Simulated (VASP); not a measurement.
# Os in VASP: settings compared, part 2 of 2

VASP 6.6.1. Earlier steps stand in the parts before.

**4. Electric field gradients, PBE (x and y stretched by +1.5 %, z held)**

The input, INCAR:

```
SYSTEM = Os
  PREC = Accurate
  ENCUT = 520
  EDIFF = 1E-8
  ISMEAR = -1
  SIGMA = 0.08
  LREAL = .FALSE.
  LASPH = .TRUE.
  NELM = 80
  ALGO = Normal
  ISIF = 2
  LWAVE = .FALSE.
  LCHARG = .FALSE.
  GGA = PE
  LEFG = .TRUE.
  NBANDS = 15
```

The input, KPOINTS:

```
regular mesh
0
G
  17 17 10
  0 0 0
```

The input, POSCAR:

```
Os
1.0
    2.7751114751      0.0000000000      0.0000000000
   -1.3875557376      2.4033170358      0.0000000000
    0.0000000000      0.0000000000      4.3197000000
Os
2
Direct
    0.3333333333      0.6666666667      0.2500000000
    0.6666666667      0.3333333333      0.7500000000
```

Potentials or basis: VASP PAW PBE potentials, release 64 (Os).

Command:

```console
cat potpaw_PBE.64/Os/POTCAR > POTCAR
mpirun -np 1 vasp_std > vasp.out
```

OUTCAR:

```text
SYSTEM = Os
   PREC = Accurate
   ENCUT = 520
   EDIFF = 1E-8
   ISMEAR = -1
   LREAL = .FALSE.
   LASPH = .TRUE.
   NELM = 80
   ISIF = 2
   GGA = PE

 ion  position               nearest neighbor table
   1  0.333  0.667  0.250-   2 2.69   2 2.69   2 2.69   2 2.69   2 2.69   2 2.69
   2  0.667  0.333  0.750-   1 2.69   1 2.69   1 2.69   1 2.69   1 2.69   1 2.69

  LATTYP: Found a hexagonal cell.
 ALAT       =     2.7751114751
 C/A-ratio  =     1.5565861187

  Lattice vectors:

 A1 = (   2.7751114751,   0.0000000000,   0.0000000000)
 A2 = (  -1.3875557376,   2.4033170358,   0.0000000000)
 A3 = (   0.0000000000,   0.0000000000,   4.3197000000)

Analysis of symmetry for initial positions (statically):
=====================================================================
 Subroutine PRICEL returns:
 Original cell was already a primitive cell.

 Routine SETGRP: Setting up the symmetry group for a
 hexagonal supercell.

 Subroutine GETGRP returns: Found 24 space group operations
 (whereof 12 operations were pure point group operations)
 out of a pool of 24 trial point group operations.

The static configuration has the point symmetry D_3d.
 The point group associated with its full space group is D_6h.

Analysis of symmetry for dynamics (positions and initial velocities):
=====================================================================
 Subroutine PRICEL returns:
 Original cell was already a primitive cell.

 Routine SETGRP: Setting up the symmetry group for a
 hexagonal supercell.

 Subroutine GETGRP returns: Found 24 space group operations
 (whereof 12 operations were pure point group operations)
 out of a pool of 24 trial point group operations.

[... 169 lines left out ...]
     12      10.6343      0.00000
     13      17.9421      0.00000
     14      22.9968      0.00000
[... 401 lines left out ...]
      2       3.4186      2.00000
      3       4.0462      2.00000
      4       4.0581      2.00000
      5       5.7021      2.00000
      6       6.2706      2.00000
      7       7.1722      2.00000
      8       8.3460      1.99977
      9       9.2230      0.26192
     10      10.1147      0.00000
     11      11.2745      0.00000
     12      17.4749      0.00000
     13      18.0575      0.00000
     14      21.3823      0.00000
     15      21.9204      0.00000

 [... further k-points ...]
[... 5 lines left out ...]
  --------------------------------------------------------------------------------------
  -------------------------------------------------------------------------------------
  Total       -1.0139036     -1.0139036      0.2537485      0.0000000      0.0000000      0.0000000
  in kB      -56.3848148    -56.3848148     14.1113642      0.0000000      0.0000000      0.0000000
  external PRESSURE =     -32.8860885 kB  Pullay stress =       0.0000000 kB

 VOLUME and BASIS-vectors are now :
 -----------------------------------------------------------------------------
  energy-cutoff  :      520.00
  volume of cell :       28.81
      direct lattice vectors                 reciprocal lattice vectors
     2.775111475  0.000000000  0.000000000     0.360345885  0.208045794  0.000000000
    -1.387555738  2.403317036  0.000000000     0.000000000  0.416091587  0.000000000
     0.000000000  0.000000000  4.319700000     0.000000000  0.000000000  0.231497558

 POSITION                                       TOTAL-FORCE (eV/Angst)
 -----------------------------------------------------------------------------------
     -0.00000      1.60221      1.07993         0.000000     -0.000000      0.000000
      1.38756      0.80111      3.23977        -0.000000      0.000000      0.000000
 -----------------------------------------------------------------------------------
    total drift:                               -0.000000      0.000000     -0.000000

  FREE ENERGIE OF THE ION-ELECTRON SYSTEM (eV)
  ---------------------------------------------------
  free  energy   TOTEN  =       -22.5022967205 eV

  energy  without entropy=      -22.4741742558  energy(sigma->0) =      -22.48823549

 Electric field gradients (V/A^2)
---------------------------------------------------------------------
 ion       V_xx      V_yy      V_zz      V_xy      V_xz      V_yz
---------------------------------------------------------------------
   1      52.785    52.785  -105.570    -0.000     0.000    -0.000
   2      52.785    52.785  -105.570    -0.000    -0.000     0.000
---------------------------------------------------------------------

 Electric field gradients after diagonalization (V/A^2)
 (convention: |V_zz| > |V_xx| > |V_yy|)
----------------------------------------------------------------------
 ion       V_xx      V_yy      V_zz     asymmetry (V_yy - V_xx)/ V_zz
----------------------------------------------------------------------
   1      52.785    52.785  -105.570       0.000
   2      52.785    52.785  -105.570       0.000
----------------------------------------------------------------------

           NMR quadrupolar parameters

 Cq : quadrupolar parameter    Cq=e*Q*V_zz/h
 eta: asymmetry parameters     (V_yy - V_xx)/ V_zz
 Q  : nuclear electric quadrupole moment in mb (millibarn)
----------------------------------------------------------------------
 ion       Cq(MHz)       eta       Q (mb)
----------------------------------------------------------------------
   1      -0.255       0.000       1.000
   2      -0.255       0.000       1.000
----------------------------------------------------------------------
```

OSZICAR:

```text
N       E                     dE             d eps       ncg     rms          rms(c)
DAV:   1     0.101305371120E+03    0.10131E+03   -0.74343E+03  5940   0.102E+03
DAV:   2    -0.190689667152E+02   -0.12037E+03   -0.10530E+03  6024   0.324E+02
DAV:   3    -0.239140948050E+02   -0.48451E+01   -0.46673E+01  8089   0.567E+01
DAV:   4    -0.239519074824E+02   -0.37813E-01   -0.37689E-01  6416   0.519E+00
DAV:   5    -0.239521160966E+02   -0.20861E-03   -0.20859E-03  8180   0.359E-01    0.218E+01
DAV:   6    -0.228276342331E+02    0.11245E+01   -0.97255E-01  7536   0.842E+00    0.964E+00
DAV:   7    -0.225105334388E+02    0.31710E+00   -0.63602E-01  7683   0.668E+00    0.480E-01
DAV:   8    -0.225049449137E+02    0.55885E-02   -0.63267E-03  6108   0.585E-01    0.302E-01
DAV:   9    -0.225022931893E+02    0.26517E-02   -0.14748E-03  7312   0.380E-01    0.494E-02
DAV:  10    -0.225023185360E+02   -0.25347E-04   -0.58918E-05  7606   0.658E-02    0.114E-02
DAV:  11    -0.225022979770E+02    0.20559E-04   -0.37655E-06  6710   0.202E-02    0.119E-03
DAV:  12    -0.225022970209E+02    0.95618E-06   -0.10510E-07  7641   0.333E-03    0.663E-04
DAV:  13    -0.225022968164E+02    0.20448E-06   -0.23976E-09  4853   0.434E-04    0.258E-04
DAV:  14    -0.225022967371E+02    0.79321E-07   -0.32741E-10  3782   0.149E-04    0.677E-05
DAV:  15    -0.225022967257E+02    0.11391E-07   -0.44856E-11  3705   0.746E-05    0.299E-05
DAV:  16    -0.225022967205E+02    0.51366E-08   -0.64176E-12  3334   0.235E-05
   1 F= -.22502297E+02 E0= -.22488235E+02  d E =-.281225E-01
```

stdout:

```text
POSCAR found type information on POSCAR Os
 POSCAR found :  1 types and       2 ions
 scaLAPACK will be used
 LDA part: xc-table for (Slater+PW92), standard interpolation
 POSCAR, INCAR and KPOINTS ok, starting setup
 FFT: planning ... GRIDC
 FFT: planning ... GRID_SOFT
 FFT: planning ... GRID
 WAVECAR not read
 entering main loop
ion   1

ion   2
```

It took 2.9 min on 1 thread of Oxide Virtual Turin-like, shared host; peak memory 0.17 GiB.

Results:

| Property | Result |
| --- | --- |
| Free energy | -22.5023 eV |
| Pressure | -3.3 GPa |
| Band gap on the k mesh | zero (band 8 reaches 10.89 eV, above the bottom of band 9 at 7.26 eV) |

Stress tensor (GPa, compression positive):
```
-5.64  0.00  0.00
 0.00 -5.64  0.00
 0.00  0.00  1.41
```

Levels at points of the mesh, in eV from the Fermi level:
| k point | band 6 | band 7 | band 8 | band 9 | band 10 | band 11 |
| --- | --- | --- | --- | --- | --- | --- |
| (0.00, 0.00, 0.00) | -2.15 | -2.15 | -1.68 | -1.68 | 0.15 | 1.56 |
| (0.00, 0.00, 0.50) | -3.22 | -3.22 | -3.22 | 0.81 | 0.81 | 0.81 |

Electric field gradients, principal values (V/Å²):
```
atom   least  middle  greatest (by size)
1 Os  52.785  52.785            -105.570
2 Os  52.785  52.785            -105.570
```

Caveat: the cell differs from its parent crystal (x and y stretched by +1.5 %, z held); without QUAD_EFG the Cq values of the log hold for a quadrupole moment of 1 mb, not for the nuclei; spin-orbit coupling is left out, which moves the levels of the heavy elements.

**5. Electric field gradients, PBE (atom 2 (Os) moved by [0.03, 0.0, 0.0] A)**

The input, INCAR:

```
SYSTEM = Os
PREC     = Accurate       ! precision mode
ENCUT    = 520            ! plane-wave cutoff, eV
EDIFF    = 1E-8           ! SCF threshold, eV
ISMEAR   = -1             ! smearing method
SIGMA    = 0.08           ! smearing width, eV
LREAL    = .FALSE.        ! projectors in reciprocal space
LASPH    = .TRUE.         ! aspherical terms in the spheres
NELM     = 80             ! most SCF steps
ALGO     = Normal         ! electronic algorithm
ISIF     = 2              ! what is computed and relaxed
LWAVE    = .FALSE.        ! write WAVECAR
LCHARG   = .FALSE.        ! write CHGCAR
GGA      = PE             ! functional
LEFG     = .TRUE.       
NBANDS   = 15             ! bands
```

KPOINTS is that of step 4.

The input, POSCAR:

```
Os
1.0
    2.7340999755      0.0000000000      0.0000000000
   -1.3670499878      2.3678000353      0.0000000000
    0.0000000000      0.0000000000      4.3197000000
Os
2
Direct
    0.3333333333      0.6666666667      0.2500000000
    0.6776391989      0.3333333333      0.7500000000
```

Potentials or basis: VASP PAW PBE potentials, release 64 (Os).

Command:

```console
cat potpaw_PBE.64/Os/POTCAR > POTCAR
mpirun -np 1 vasp_std > vasp.out
```

OUTCAR:

```text
SYSTEM = Os
   PREC = Accurate
   ENCUT = 520
   EDIFF = 1E-8
   ISMEAR = -1
   LREAL = .FALSE.
   LASPH = .TRUE.
   NELM = 80
   ISIF = 2
   GGA = PE

 ion  position               nearest neighbor table
   1  0.333  0.667  0.250-   2 2.66   2 2.66   2 2.68   2 2.68   2 2.69   2 2.69
   2  0.678  0.333  0.750-   1 2.66   1 2.66   1 2.68   1 2.68   1 2.69   1 2.69

  LATTYP: Found a hexagonal cell.
 ALAT       =     2.7340999755
 C/A-ratio  =     1.5799349105

  Lattice vectors:

 A1 = (   2.7340999755,   0.0000000000,   0.0000000000)
 A2 = (  -1.3670499878,   2.3678000353,   0.0000000000)
 A3 = (   0.0000000000,   0.0000000000,   4.3197000000)

Analysis of symmetry for initial positions (statically):
=====================================================================
 Subroutine PRICEL returns:
 Original cell was already a primitive cell.

 Routine SETGRP: Setting up the symmetry group for a
 hexagonal supercell.
[... 622 lines left out ...]
  volume of cell :       27.96
      direct lattice vectors                 reciprocal lattice vectors
     2.734099975  0.000000000  0.000000000     0.365751073  0.211166481  0.000000000
    -1.367049988  2.367800035  0.000000000     0.000000000  0.422332961  0.000000000
     0.000000000  0.000000000  4.319700000     0.000000000  0.000000000  0.231497558

 POSITION                                       TOTAL-FORCE (eV/Angst)
 -----------------------------------------------------------------------------------
     -0.00000      1.57853      1.07993         0.299152     -0.004075      0.000000
      1.39705      0.78927      3.23977        -0.299152      0.004075      0.000000
 -----------------------------------------------------------------------------------
    total drift:                               -0.000000      0.000002      0.000000

  FREE ENERGIE OF THE ION-ELECTRON SYSTEM (eV)
  ---------------------------------------------------
  free  energy   TOTEN  =       -22.4898439438 eV

  energy  without entropy=      -22.4625905163  energy(sigma->0) =      -22.47621723

 Electric field gradients (V/A^2)
---------------------------------------------------------------------
 ion       V_xx      V_yy      V_zz      V_xy      V_xz      V_yz
---------------------------------------------------------------------
   1      39.971    39.562   -79.534    -7.621     0.000    -0.000
   2      39.971    39.562   -79.534    -7.621    -0.000    -0.000
---------------------------------------------------------------------

 Electric field gradients after diagonalization (V/A^2)
 (convention: |V_zz| > |V_xx| > |V_yy|)
----------------------------------------------------------------------
 ion       V_xx      V_yy      V_zz     asymmetry (V_yy - V_xx)/ V_zz
----------------------------------------------------------------------
   1      47.390    32.143   -79.534       0.192
   2      47.390    32.143   -79.534       0.192
----------------------------------------------------------------------

           NMR quadrupolar parameters

 Cq : quadrupolar parameter    Cq=e*Q*V_zz/h
 eta: asymmetry parameters     (V_yy - V_xx)/ V_zz
 Q  : nuclear electric quadrupole moment in mb (millibarn)
----------------------------------------------------------------------
 ion       Cq(MHz)       eta       Q (mb)
----------------------------------------------------------------------
   1      -0.192       0.192       1.000
   2      -0.192       0.192       1.000
----------------------------------------------------------------------
```

It took 5.3 min on 1 thread of Oxide Virtual Turin-like, shared host; peak memory 0.37 GiB.

What came out:

```yaml
Free_energy: -22.4898 eV
Pressure: 8.9 GPa
Largest_force: 0.299 eV/Å
Band_gap_on_the_k_mesh: zero (band 8 reaches 11.58 eV, above the bottom of band 9 at 7.62 eV)
```

Forces on the atoms (eV/Å):
```
Os   0.299 -0.004  0.000
Os  -0.299  0.004  0.000
```

Electric field gradients, principal values (V/Å²):
| atom | least | middle | greatest (by size) |
| --- | --- | --- | --- |
| 1 Os | 32.143 | 47.390 | -79.534 |
| 2 Os | 32.143 | 47.390 | -79.534 |

Caveat: the cell differs from its parent crystal (atom 2 (Os) moved by [0.03, 0.0, 0.0] A); without QUAD_EFG the Cq values of the log hold for a quadrupole moment of 1 mb, not for the nuclei; spin-orbit coupling is left out, which moves the levels of the heavy elements.

**6. Overview**

```csv
level,potentials or basis,cell,gap on the mesh (eV),pressure (GPa)
LDA,"VASP PAW LDA potentials, release 64 (Os)","a = 2.697, b = 2.697, c = 4.261 Å, angles 90.0, 90.0, 120.0°, 2 atoms",none,10.9
PBE,"VASP PAW PBE potentials, release 64 (Os)","a = 2.694, b = 2.694, c = 4.449 Å, angles 90.0, 90.0, 120.0°, 2 atoms",none,9.0
PBE,"VASP PAW PBE potentials, release 64 (Os)","a = 2.775, b = 2.775, c = 4.320 Å, angles 90.0, 90.0, 120.0°, 2 atoms",none,-3.3
PBE,"VASP PAW PBE potentials, release 64 (Os)","a = 2.734, b = 2.734, c = 4.320 Å, angles 90.0, 90.0, 120.0°, 2 atoms",none,8.9
```

Alike in all rows: task electric field gradients; no spin polarisation; k mesh 17 × 17 × 10; cutoff (eV) 520; smearing fermi-dirac 0.08 eV.

Caveats: spin-orbit coupling is left out, which moves the levels of the heavy elements.

Total energies depend on the potentials used, so only differences within one code and one set of settings carry meaning.
